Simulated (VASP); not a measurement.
# Bi (P6_3/mmc) in VASP: notebook

Bi is run at these levels: PBE; tasks: single point.

All numbers are computed with VASP 6.6.1; they aren't measurements. Logs are shortened: lines on timing, memory, paths and dates and some standing lists are left out, and cuts for length are marked.

### 1 The cell of the first run

It takes space group P6_3/mmc (No. 194, hexagonal). The conventional cell has a = 2.988 Å, b = 2.988 Å, c = 4.861 Å, α = 90.00°, β = 90.00°, γ = 120.00°. Bi (site symmetry -6m2) has 12 Bi at 2.98 to 2.99 Å within 3.9 Å.

This isn't the form of Bi at room conditions, which is rhombohedral.

### 2 Single point, PBE

INCAR reads:

```
SYSTEM = Bi
ALGO = Normal ; EDIFF = 1E-6
ENCUT = 520 ; GGA = PE
ISIF = 2 ; ISMEAR = -1
LASPH = .TRUE. ; LCHARG = .FALSE.
LREAL = .FALSE. ; LWAVE = .FALSE.
NBANDS = 22 ; NELM = 100
PREC = Accurate ; SIGMA = 0.08
```

KPOINTS reads:

```
k-points
0
G
  15 15 8
  0 0 0
```

POSCAR reads:

```
Bi
1.0
    2.9884816881      0.0000000000      0.0000000000
   -1.4942408440      2.5881010606      0.0000000000
    0.0000000000      0.0000000000      4.8609190770
Bi
2
Direct
    0.3333333333      0.6666666667      0.2500000000
    0.6666666667      0.3333333333      0.7500000000
```

Potentials or basis: VASP PAW PBE potentials, release 64 (Bi_d).

The run is started by

```sh
$ cat potpaw_PBE.64/Bi_d/POTCAR > POTCAR
$ mpirun -np 1 vasp_std > vasp.out
```

OUTCAR:

```text
SYSTEM = Bi
   EDIFF = 1E-6
   ENCUT = 520
   GGA = PE
   ISIF = 2
   ISMEAR = -1
   LASPH = .TRUE.
   LREAL = .FALSE.
   NELM = 100
   PREC = Accurate

 ion  position               nearest neighbor table
   1  0.333  0.667  0.250-   2 2.98   2 2.98   2 2.98   2 2.98   2 2.98   2 2.98
   2  0.667  0.333  0.750-   1 2.98   1 2.98   1 2.98   1 2.98   1 2.98   1 2.98

  LATTYP: Found a hexagonal cell.
 ALAT       =     2.9884816881
 C/A-ratio  =     1.6265514011

  Lattice vectors:

 A1 = (   2.9884816881,   0.0000000000,   0.0000000000)
 A2 = (  -1.4942408440,   2.5881010606,   0.0000000000)
 A3 = (   0.0000000000,   0.0000000000,   4.8609190770)

Analysis of symmetry for initial positions (statically):
=====================================================================
 Subroutine PRICEL returns:
 Original cell was already a primitive cell.

 Routine SETGRP: Setting up the symmetry group for a
 hexagonal supercell.

 Subroutine GETGRP returns: Found 24 space group operations
 (whereof 12 operations were pure point group operations)
 out of a pool of 24 trial point group operations.

The static configuration has the point symmetry D_3d.
 The point group associated with its full space group is D_6h.

Analysis of symmetry for dynamics (positions and initial velocities):
=====================================================================
 Subroutine PRICEL returns:
 Original cell was already a primitive cell.

 Routine SETGRP: Setting up the symmetry group for a
 hexagonal supercell.

 Subroutine GETGRP returns: Found 24 space group operations
 (whereof 12 operations were pure point group operations)
 out of a pool of 24 trial point group operations.

The dynamic configuration has the point symmetry D_3d.
 The point group associated with its full space group is D_6h.

 Subroutine INISYM returns: Found 24 space group operations
 (whereof 12 operations are pure point group operations),
 and found     1 'primitive' translations

----------------------------------------------------------------------------------------

                                     Primitive cell

  volume of cell :      37.5967

  direct lattice vectors                    reciprocal lattice vectors
     2.988481688  0.000000000  0.000000000     0.334618078  0.193191838  0.000000000
    -1.494240844  2.588101061  0.000000000     0.000000000  0.386383675  0.000000000
     0.000000000  0.000000000  4.860919077     0.000000000  0.000000000  0.205722413

  length of vectors
[... 80 lines left out ...]
   ENCUT  =  520.0 eV  38.22 Ry    6.18 a.u.   5.56  5.56  9.04*2*pi/ulx,y,z
   NELM   =    100;   NELMIN=  2; NELMDL= -5     # of ELM steps
   EDIFF  = 0.1E-05   stopping-criterion for ELM
   LREAL  =      F    real-space projection
   EDIFFG = 0.1E-04   stopping-criterion for IOM
   NSW    =      0    number of steps for IOM
   IBRION =     -1    ionic relax: 0-MD 1-quasi-New 2-CG
   NFREE  =      0    steps in history (QN), initial steepest desc. (CG)
   ISIF   =      2    stress and relaxation
   ISYM   =      2    0-nonsym 1-usesym 2-fastsym
   POTIM  = 0.5000    time-step for ionic-motion
   TEBEG  =    0.0;   TEEND  =   0.0 temperature during run
   PSTRESS=    0.0 pullay stress
   NELECT =      30.0000    total number of electrons
   NUPDOWN=      -1.0000    fix difference up-down
   EMIN   =  10.00;   EMAX   =-10.00  energy-range for DOS
   EFERMI =   0.00;   METHOD = LEGACY
   ISMEAR =    -1;   SIGMA  =   0.08  broadening in eV -4-tet -1-fermi 0-gaus
   EFERMI_NEDOS =   21; number of points for ismear=-14 and -15
   IALGO  =     38    algorithm
   IMIX   =      4    mixing-type and parameters
     AMIX     =   0.40;   BMIX     =  1.00
     AMIX_MAG =   1.60;   BMIX_MAG =  1.00
  volume/ion in A,a.u.               =      18.80       126.86
  Fermi-wavevector in a.u.,A,eV,Ry     =   1.518443  2.869441 31.370535  2.305669
  Thomas-Fermi vector in A             =   2.627563
   LORBIT       =      0    0 simple, 1 ext, 2 COOP (PROOUT), +10 PAW based schemes
   GGA     = PE    functional components
   LHFCALC =     F    Hartree Fock is set to
   AEXX    =    0.0000 exact exchange contribution
   IVDW    =     0    specifies the selected vdW correction
   LEPSILON=     F    determine dielectric tensor
   LRPA    =     F    only Hartree local field effects (RPA)
 non-spin polarized calculation
  energy-cutoff  :      520.00
  volume of cell :       37.60
 maximum number of plane-waves:      1039
 NGX is ok and might be reduce to    24
   NGX = 11   NGY = 11   NGZ = 19

 number of electron      30.0000007 magnetization

 Free energy of the ion-electron system (eV)
  ---------------------------------------------------
  ext. energy  EPLUGINS =         0.00000000
  ---------------------------------------------------
  free energy    TOTEN  =        -2.99913556 eV

  energy without entropy =       -2.97568283  energy(sigma->0) =       -2.98740919

 E-fermi :  16.1904     XC(G=0): -12.9413

 val. band max:       16.1869254415   @ k =   0.4667   0.0667   0.3750
 cond. band min:      16.1974117246   @ k =   0.4000   0.0667   0.3750
 fundamental gap:      0.0104862831
 Fermi energy:        16.1904145980

 k-point     1 :       0.0000    0.0000    0.0000
  band No.  band energies     occupation
      1      -8.1200      2.00000
      2      -7.9711      2.00000
      3      -7.9067      2.00000
      4      -7.9067      2.00000
      5      -7.8484      2.00000
      6      -7.8484      2.00000
[... 589 lines left out ...]
     21      30.6200      0.00000
     22      30.7629      0.00000

 [... further k-points ...]

------------------------ aborting loop because EDIFF is reached ----------------------------------------

  FORCE on cell =-STRESS in cart. coord.  units (eV):
  Direction    XX          YY          ZZ          XY          YZ          ZX
  --------------------------------------------------------------------------------------
  -------------------------------------------------------------------------------------
  Total       21.5634142     21.5634142     21.5601539      0.0000000     -0.0000000      0.0000000
  in kB      918.9203859    918.9203858    918.7814498      0.0000000     -0.0000000      0.0000000
  external PRESSURE =     918.8740738 kB  Pullay stress =       0.0000000 kB

 VOLUME and BASIS-vectors are now :
 -----------------------------------------------------------------------------
  energy-cutoff  :      520.00
  volume of cell :       37.60
      direct lattice vectors                 reciprocal lattice vectors
     2.988481688  0.000000000  0.000000000     0.334618078  0.193191838  0.000000000
    -1.494240844  2.588101061  0.000000000     0.000000000  0.386383675  0.000000000
     0.000000000  0.000000000  4.860919077     0.000000000  0.000000000  0.205722413

 POSITION                                       TOTAL-FORCE (eV/Angst)
 -----------------------------------------------------------------------------------
     -0.00000      1.72540      1.21523        -0.000000      0.000000      0.000000
      1.49424      0.86270      3.64569         0.000000      0.000000      0.000000
 -----------------------------------------------------------------------------------
    total drift:                               -0.000000      0.000000     -0.000000

  FREE ENERGIE OF THE ION-ELECTRON SYSTEM (eV)
  ---------------------------------------------------
  free  energy   TOTEN  =        -2.9991355557 eV

  energy  without entropy=       -2.9756828311  energy(sigma->0) =       -2.98740919
```

OSZICAR:

```text
N       E                     dE             d eps       ncg     rms          rms(c)
DAV:   1     0.313670248957E+03    0.31367E+03   -0.16221E+04  6074   0.204E+03
DAV:   2     0.212652235106E+02   -0.29241E+03   -0.28417E+03  6108   0.478E+02
DAV:   3    -0.234774846166E+01   -0.23613E+02   -0.23259E+02  7078   0.143E+02
DAV:   4    -0.305199471347E+01   -0.70425E+00   -0.70347E+00  7310   0.255E+01
DAV:   5    -0.308306641807E+01   -0.31072E-01   -0.31070E-01  8486   0.486E+00    0.153E+00
DAV:   6    -0.302899227221E+01    0.54074E-01   -0.25196E-02  8386   0.193E+00    0.824E-01
DAV:   7    -0.299992932630E+01    0.29063E-01   -0.13907E-02  8310   0.156E+00    0.102E-01
DAV:   8    -0.299915247077E+01    0.77686E-03   -0.96472E-04  7324   0.338E-01    0.259E-02
DAV:   9    -0.299915456002E+01   -0.20892E-05   -0.24433E-05  8706   0.416E-02    0.891E-03
DAV:  10    -0.299913607407E+01    0.18486E-04   -0.54827E-06  7836   0.345E-02    0.740E-04
DAV:  11    -0.299913555574E+01    0.51833E-06   -0.10334E-07  3978   0.339E-03
   1 F= -.29991356E+01 E0= -.29874092E+01  d E =-.234527E-01
```

It took 99 s on 1 thread of Intel Xeon 8259CL, shared host; peak memory 0.22 GiB.

What came out:

```
Free energy            : -2.9991 eV
Pressure               : 91.9 GPa
Band gap on the k mesh : zero (bands 15 and 16 overlap by 12.09 eV)
```

Caveat: the cell stands under pressure; spin-orbit coupling is left out, which moves the levels of the heavy elements.

### 3 Single point, PBE

INCAR reads:

```
PREC     = Accurate       # precision mode
ENCUT    = 520            # plane-wave cutoff, eV
EDIFF    = 1E-6           # SCF threshold, eV
ISMEAR   = -1             # smearing method
SIGMA    = 0.08           # smearing width, eV
LREAL    = F              # projectors in reciprocal space
LASPH    = T              # aspherical terms in the spheres
NELM     = 60             # most SCF steps
ALGO     = Normal         # electronic algorithm
ISIF     = 2              # what is computed and relaxed
LWAVE    = F              # write WAVECAR
LCHARG   = F              # write CHGCAR
GGA      = PE             # functional
NBANDS   = 22             # bands
```

KPOINTS reads:

```
regular mesh
0
Gamma
  15 15 8
```

POSCAR is that of step 2.

Potentials or basis: VASP PAW PBE potentials, release 64 (Bi_d).

The run is started by

```sh
$ cat potpaw_PBE.64/Bi_d/POTCAR > POTCAR
$ mpirun -np 1 vasp_std > vasp.out
```

Wall time 86 s (1 thread of Intel Xeon 8259CL, shared host); peak memory 0.22 GiB.

The run converged. Its results:

```
Free energy            : -2.9991 eV
Pressure               : 91.9 GPa
Band gap on the k mesh : zero (bands 15 and 16 overlap by 12.09 eV)
```

Levels at points of the mesh, in eV from the Fermi level:
```csv
k point,band 13,band 14,band 15,band 16,band 17,band 18
"(0.00, 0.00, 0.00)",-9.25,5.70,5.70,7.63,8.46,8.57
"(0.00, 0.00, 0.50)",-0.97,-0.97,6.99,6.99,6.99,6.99
```

Caveat: the cell stands under pressure; spin-orbit coupling is left out, which moves the levels of the heavy elements.
